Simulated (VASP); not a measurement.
Sn, 2 atoms in the cell. It takes space group I4_1/amd (No. 141, tetragonal). Conventional cell: a = 5.458 Å, b = 5.458 Å, c = 2.915 Å, α = 90.00°, β = 90.00°, γ = 90.00°. Within 3.7 Å of Sn (site symmetry -4m2) lie 10 Sn at 2.82 to 3.50 Å. 

```yaml
Program: VASP 6.6.1
Task: single point
Functional: PBEsol
Potentials_or_basis: VASP PAW PBE potentials, release 64 (Sn_d)
Cutoff: 520 eV
k_mesh: 9 × 9 × 9
Occupations: fermi-dirac, width 0.05 eV
Spin: no spin polarisation
Dipole_correction: no
Further_INCAR_settings: ALGO = Normal; EDIFF = 1e-06; NBANDS = 21
```

Potentials or basis: VASP PAW PBE potentials, release 64 (Sn_d).

Launch:

```console
$ cat potpaw_PBE.64/Sn_d/POTCAR > POTCAR
$ mpirun -np 1 vasp_std > vasp.out
```

Hardware: 1 thread of Intel(R) Xeon(R) Platinum 8259CL CPU @ 2.50GHz (Skylake/Cascade Lake), on a shared host.

Question: How long does it take, and how much memory?

Answer: It took 46 s on 1 thread of Intel(R) Xeon(R) Platinum 8259CL CPU @ 2.50GHz (Skylake/Cascade Lake) (shared host), peak memory 0.2 GiB. Counts: scf iterations 11, k points 75.
